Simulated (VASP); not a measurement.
Write the native input for VASP 6.6.1 that does the following.

- Task: single point
- Functional: r2SCAN
- Potentials or basis: VASP PAW PBE potentials, release 64 (Au)
- Cutoff: 520 eV
- k mesh: 16 × 16 × 16
- Occupations: gaussian, width 0.1 eV
- Spin: no spin polarisation
- Dipole correction: no
- Further INCAR settings: ALGO = Normal; EDIFF = 1e-06; NBANDS = 18

The system is Au.

```
CELL_PARAMETERS angstrom
3.24262 0.00000 0.00000
0.00000 3.24262 0.00000
0.00000 0.00000 3.40639
ATOMIC_POSITIONS crystal
Au 0.00000 0.00000 0.00000
Au 0.50000 0.50000 0.50000
```

This cell differs from its parent crystal: uniaxial strain along c: +4.0 %.

The input as run:

POSCAR

```
Au
1.0
    3.2426222046      0.0000000000      0.0000000000
    0.0000000000      3.2426222046      0.0000000000
    0.0000000000      0.0000000000      3.4063910028
Au
2
Direct
    0.0000000000      0.0000000000      0.0000000000
    0.5000000000      0.5000000000      0.5000000000
```

INCAR.step1

```
PREC = Accurate
ENCUT = 520
ISMEAR = 0
SIGMA = 0.1
LREAL = False
LASPH = True
NELM = 100
NBANDS = 18
GGA = PE
ALGO = Normal
EDIFF = 1E-4
LWAVE = True
LCHARG = False
```

INCAR.step2

```
PREC = Accurate
ENCUT = 520
EDIFF = 1E-6
ISMEAR = 0
SIGMA = 0.1
LREAL = False
LASPH = True
NELM = 100
ALGO = Normal
ISIF = 2
LWAVE = False
LCHARG = False
METAGGA = R2SCAN
LMIXTAU = True
NBANDS = 18
ISTART = 1
```

KPOINTS

```
Automatic mesh
0
Gamma
  16 16 16
```

Potentials or basis: VASP PAW PBE potentials, release 64 (Au).

Run with:

```bash
$ cat potpaw_PBE.64/Au/POTCAR > POTCAR
$ cp INCAR.step1 INCAR
$ mpirun -np 1 vasp_std > vasp.out
$ cp INCAR.step2 INCAR
$ mpirun -np 1 vasp_std > vasp.out
```

Results of the run:

```json
{
  "Pressure": "-2.2 GPa",
  "Band gap on the k mesh": "zero (bands 11 and 12 overlap by 5.60 eV)"
}
```

Caveat: the cell differs from its parent crystal (uniaxial strain along c: +4.0 %); the PAW data sets were made with another functional, which shifts forces and pressure a little; spin-orbit coupling is left out, which moves the levels of the heavy elements.

It took 17 min on 1 thread of Oxide Virtual Turin-like Processor (shared host), peak memory 0.28 GiB.
